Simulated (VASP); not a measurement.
Wanted: the native input for a VASP 6.6.1 run.

```
Task                   : single point
Functional             : LDA
Potentials or basis    : VASP PAW LDA potentials, release 64 (Ni, Ge_d)
Cutoff                 : 520 eV
k mesh                 : 6 × 6 × 6
Occupations            : fermi-dirac, width 0.1 eV
Spin                   : collinear spin, zero start
Starting moments       : [0.0, 0.0, 0.0, 0.0] μB
Fixed moment           : 0 μB
Dipole correction      : no
Further INCAR settings : ALGO = Normal; EDIFF = 1e-06; NBANDS = 34
```

The structure of Ni3Ge lies in POSCAR:

```
Ni3Ge
1.0
    3.5303340000      0.0000000000      0.0000000000
    0.0000000000      3.5303340000      0.0000000000
    0.0000000000      0.0000000000      3.5303340000
Ni Ge
3 1
Direct
    0.5000000000      0.0000000000      0.5000000000
    0.0000000000      0.5000000000      0.5000000000
    0.5000000000      0.5000000000      0.0000000000
    0.0000000000      0.0000000000      0.0000000000
```

The input as run:

INCAR

```
SYSTEM = Ni3Ge
ALGO = Normal
EDIFF = 1E-6
ENCUT = 520
ISIF = 2
ISMEAR = -1
ISPIN = 2
LASPH = .TRUE.
LCHARG = .TRUE.
LELF = .TRUE.
LMAXMIX = 4
LORBIT = 11
LREAL = .FALSE.
LVHAR = .TRUE.
LWAVE = .FALSE.
MAGMOM = 0 0 0 0
NBANDS = 34
NELM = 150
NUPDOWN = 0.0
PREC = Accurate
SIGMA = 0.1
```

KPOINTS

```
k-points
0
G
  6 6 6
  0 0 0
```

Potentials or basis: VASP PAW LDA potentials, release 64 (Ni, Ge_d).

Command:

```console
$ cat potpaw_LDA.64/Ni/POTCAR potpaw_LDA.64/Ge_d/POTCAR > POTCAR
$ mpirun -np 1 vasp_std > vasp.out
```

It gave:

```yaml
Pressure: -7.1 GPa
Net_moment: 0.00 μB per cell
Valence_electrons_inside_the_program's_atomic_spheres: Ni 9.46; Ge 12.49
```

Caveat: the total moment is fixed, so each spin has its own Fermi level.

It took 28 s on 1 thread of Intel(R) Xeon(R) 6975P-C (Granite Rapids), with other jobs on the host, peak memory 0.17 GiB.
